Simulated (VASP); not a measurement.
# Zr (Fd-3m) in VASP: relaxation of cell and atoms with PBEsol

Aim: the relaxation of cell and atoms of Zr with PBEsol.

All numbers are computed with VASP 6.6.1; they aren't measurements. Logs are shortened: lines on timing, memory, paths and dates and some standing lists are left out, and cuts for length are marked.

**1. The cell of the first run**

The structure is cubic, space group Fd-3m (No. 227). Conventional cell: a = 5.772 Å, b = 5.772 Å, c = 5.772 Å, α = 90.00°, β = 90.00°, γ = 90.00°. Within 3.3 Å of Zr (site symmetry -43m) lie 4 Zr at 2.50 Å.

This isn't the form of Zr at room conditions, which is hcp.

**2. Relaxation of cell and atoms, PBEsol, target pressure 13 GPa, at which the enthalpy is minimised**

File INCAR:

```
  ALGO = Normal
  EDIFF = 1E-7
  EDIFFG = -0.005
  ENCUT = 600
  GGA = PS
  IBRION = 2
  ISIF = 3
  ISMEAR = -1
  LASPH = T
  LCHARG = F
  LREAL = F
  LWAVE = F
  NELM = 100
  NSW = 60
  PREC = Accurate
  PSTRESS = 130.0
  SIGMA = 0.05
```

File KPOINTS:

```
k-points
0
Gamma
  11 11 11
```

File POSCAR:

```
Zr
1.0
    0.0000000000      2.8860194293      2.8860194293
    2.8860194293      0.0000000000      2.8860194293
    2.8860194293      2.8860194293      0.0000000000
Zr
2
Direct
   -0.1250000000     -0.1250000000     -0.1250000000
    0.1250000000      0.1250000000      0.1250000000
```

Potentials or basis: VASP PAW PBE potentials, release 64 (Zr_sv).

Started as:

```console
$ cat potpaw_PBE.64/Zr_sv/POTCAR > POTCAR
$ mpirun -np 1 vasp_std > vasp.out
```

OUTCAR:

```text
EDIFF = 1E-7
   EDIFFG = -0.005
   ENCUT = 600
   GGA = PS
   IBRION = 2
   ISIF = 3
   ISMEAR = -1
   LASPH = T
   LREAL = F
   NELM = 100
   NSW = 60
   PREC = Accurate
   PSTRESS = 130.0

 ion  position               nearest neighbor table
   1  0.875  0.875  0.875-   2 2.50   2 2.50   2 2.50   2 2.50
   2  0.125  0.125  0.125-   1 2.50   1 2.50   1 2.50   1 2.50

  LATTYP: Found a face centered cubic cell.
 ALAT       =     5.7720388586

  Lattice vectors:

 A1 = (   0.0000000000,   2.8860194293,   2.8860194293)
 A2 = (   2.8860194293,   0.0000000000,   2.8860194293)
 A3 = (   2.8860194293,   2.8860194293,   0.0000000000)

Analysis of symmetry for initial positions (statically):
=====================================================================
 Subroutine PRICEL returns:
 Original cell was already a primitive cell.

 Routine SETGRP: Setting up the symmetry group for a
 face centered cubic supercell.

 Subroutine GETGRP returns: Found 48 space group operations
 (whereof 12 operations were pure point group operations)
 out of a pool of 48 trial point group operations.

The static configuration has the point symmetry D_3d.
 The point group associated with its full space group is O_h .

Analysis of symmetry for dynamics (positions and initial velocities):
=====================================================================
 Subroutine PRICEL returns:
 Original cell was already a primitive cell.

 Routine SETGRP: Setting up the symmetry group for a
 face centered cubic supercell.

 Subroutine GETGRP returns: Found 48 space group operations
 (whereof 12 operations were pure point group operations)
 out of a pool of 48 trial point group operations.

The dynamic configuration has the point symmetry D_3d.
 The point group associated with its full space group is O_h .

 Subroutine INISYM returns: Found 48 space group operations
 (whereof 12 operations are pure point group operations),
 and found     1 'primitive' translations

----------------------------------------------------------------------------------------

                                     Primitive cell

  volume of cell :      48.0759

  direct lattice vectors                    reciprocal lattice vectors
     0.000000000  2.886019429  2.886019429    -0.173249007  0.173249007  0.173249007
     2.886019429  0.000000000  2.886019429     0.173249007 -0.173249007  0.173249007
[... 93 lines left out ...]
   POTIM  = 0.5000    time-step for ionic-motion
   TEBEG  =    0.0;   TEEND  =   0.0 temperature during run
   PSTRESS=  130.0 pullay stress
   NELECT =      24.0000    total number of electrons
   NUPDOWN=      -1.0000    fix difference up-down
   EMIN   =  10.00;   EMAX   =-10.00  energy-range for DOS
   EFERMI =   0.00;   METHOD = LEGACY
   ISMEAR =    -1;   SIGMA  =   0.05  broadening in eV -4-tet -1-fermi 0-gaus
   EFERMI_NEDOS =   21; number of points for ismear=-14 and -15
   IALGO  =     38    algorithm
   IMIX   =      4    mixing-type and parameters
     AMIX     =   0.40;   BMIX     =  1.00
     AMIX_MAG =   1.60;   BMIX_MAG =  1.00
  volume/ion in A,a.u.               =      24.04       162.22
  Fermi-wavevector in a.u.,A,eV,Ry     =   1.298682  2.454152 22.947228  1.686574
  Thomas-Fermi vector in A             =   2.429994
   LORBIT       =      0    0 simple, 1 ext, 2 COOP (PROOUT), +10 PAW based schemes
   GGA     = PS    functional components
   LHFCALC =     F    Hartree Fock is set to
   AEXX    =    0.0000 exact exchange contribution
   IVDW    =     0    specifies the selected vdW correction
   LEPSILON=     F    determine dielectric tensor
   LRPA    =     F    only Hartree local field effects (RPA)
 conjugate gradient relaxation of ions
 non-spin polarized calculation
  energy-cutoff  :      600.00
  volume of cell :       48.08
 maximum number of plane-waves:      1639
 NGX is ok and might be reduce to    36
   NGX = 17   NGY = 17   NGZ = 17

--------------------------------------- Ionic step        1  -------------------------------------------

 number of electron      24.0000000 magnetization

 Free energy of the ion-electron system (eV)
  ---------------------------------------------------
  ext. energy  EPLUGINS =         0.00000000
  ---------------------------------------------------
  free energy    TOTEN  =       -13.02300109 eV

  energy without entropy =      -12.98819797  energy(sigma->0) =      -13.00559953

------------------------ aborting loop because EDIFF is reached ----------------------------------------

  FORCE on cell =-STRESS in cart. coord.  units (eV):
  Direction    XX          YY          ZZ          XY          YZ          ZX
  --------------------------------------------------------------------------------------
  -------------------------------------------------------------------------------------
  Total        2.9214852      2.9214852      2.9214852      0.0000000      0.0000000      0.0000000
  in kB       97.3613361     97.3613361     97.3613361      0.0000000      0.0000000      0.0000000
  external PRESSURE =     -32.6386639 kB  Pullay stress =     130.0000000 kB
[... 63 lines left out ...]
--------------------------------------- Ionic step        3  -------------------------------------------

 number of electron      24.0000000 magnetization

 Free energy of the ion-electron system (eV)
  ---------------------------------------------------
  ext. energy  EPLUGINS =         0.00000000
  ---------------------------------------------------
  free energy    TOTEN  =       -12.89638954 eV

  energy without entropy =      -12.86281856  energy(sigma->0) =      -12.87960405

 E-fermi :   8.4117     XC(G=0): -10.9162

 val. band max:        8.4111438263   @ k =   0.3636   0.2727   0.0909
 cond. band min:       8.4121047460   @ k =   0.2727   0.1818   0.0000
 fundamental gap:      0.0009609197
 Fermi energy:         8.4116743424

 k-point     1 :       0.0000    0.0000    0.0000
  band No.  band energies     occupation
      1     -40.6619      2.00000
      2     -39.2247      2.00000
      3     -19.1914      2.00000
      4     -19.1914      2.00000
      5     -19.1914      2.00000
      6     -17.2968      2.00000
[... 433 lines left out ...]
      3     -19.5073      2.00000
      4     -19.3350      2.00000
      5     -19.0560      2.00000
      6     -17.3819      2.00000
[... 8 lines left out ...]
     15      10.0155      0.00000
     16      10.5751      0.00000

 [... further k-points ...]

------------------------ aborting loop because EDIFF is reached ----------------------------------------

  FORCE on cell =-STRESS in cart. coord.  units (eV):
  Direction    XX          YY          ZZ          XY          YZ          ZX
  --------------------------------------------------------------------------------------
  -------------------------------------------------------------------------------------
  Total        3.7509910      3.7509910      3.7509910      0.0000000      0.0000000     -0.0000000
  in kB      129.8452182    129.8452182    129.8452182      0.0000000      0.0000000     -0.0000000
  external PRESSURE =      -0.1547818 kB  Pullay stress =     130.0000000 kB
[... 21 lines left out ...]
  energy  without entropy=      -12.8628185554  energy(sigma->0) =      -12.87960405

  enthalpy is  TOTEN    =        -9.1409271643 eV   P V=        3.7554623803

 reached required accuracy - stopping structural energy minimisation
```

CONTCAR:

```text
Zr
   1.00000000000000
     0.0000000000000000    2.8497070496944095    2.8497070496944095
     2.8497070496944095   -0.0000000000000000    2.8497070496944095
     2.8497070496944095    2.8497070496944095    0.0000000000000000
  Zr
     2
Direct
     0.8750000000000000    0.8750000000000000    0.8750000000000000
     0.1250000000000000    0.1250000000000000    0.1250000000000000

  0.00000000E+00  0.00000000E+00  0.00000000E+00
  0.00000000E+00  0.00000000E+00  0.00000000E+00
```

It took 59 s on 1 thread of Intel Xeon 6975P-C (Granite Rapids), shared host; peak memory 0.23 GiB.

Results:

```
Free energy                                                : -12.8964 eV
Relaxed volume                                             : 23.14 Å³/atom
Relaxed cell                                               : a = 4.030 Å, b = 4.030 Å, c = 4.030 Å, α = 60.00°, β = 60.00°, γ = 60.00°
Space group after relaxing (to 0.1 Å)                      : Fd-3m (No. 227)
Energy change on relaxing (the run minimises the enthalpy) : +63.3 meV/atom
Ionic steps                                                : 3
Pressure after relaxing                                    : 13.0 GPa
Band gap on the k mesh                                     : zero (bands 12 and 13 overlap by 0.87 eV)
```

Step by step:
| step | energy change (eV) | largest force (eV/Å) | pressure (GPa) | volume (Å³) |
| --- | --- | --- | --- | --- |
| 1 | 0.0000 | 0.0000 | 9.74 | 48.08 |
| 2 | 0.2660 | 0.0000 | 16.16 | 44.75 |
| 3 | 0.1266 | 0.0000 | 12.98 | 46.28 |

Final structure:
```
CELL_PARAMETERS angstrom
0.00000 2.84971 2.84971
2.84971 0.00000 2.84971
2.84971 2.84971 0.00000
ATOMIC_POSITIONS crystal
Zr 0.87500 0.87500 0.87500
Zr 0.12500 0.12500 0.12500
```

Levels at points of the mesh, in eV from the Fermi level:
```csv
k point,band 10,band 11,band 12,band 13,band 14,band 15
"(0.00, 0.00, 0.00)",-1.65,-1.65,0.00,0.00,0.00,2.81
```

Caveat: the cell is relaxed towards a set pressure, so the run minimises the enthalpy, not the energy; the PAW data sets were made with another functional, which shifts forces and pressure a little.
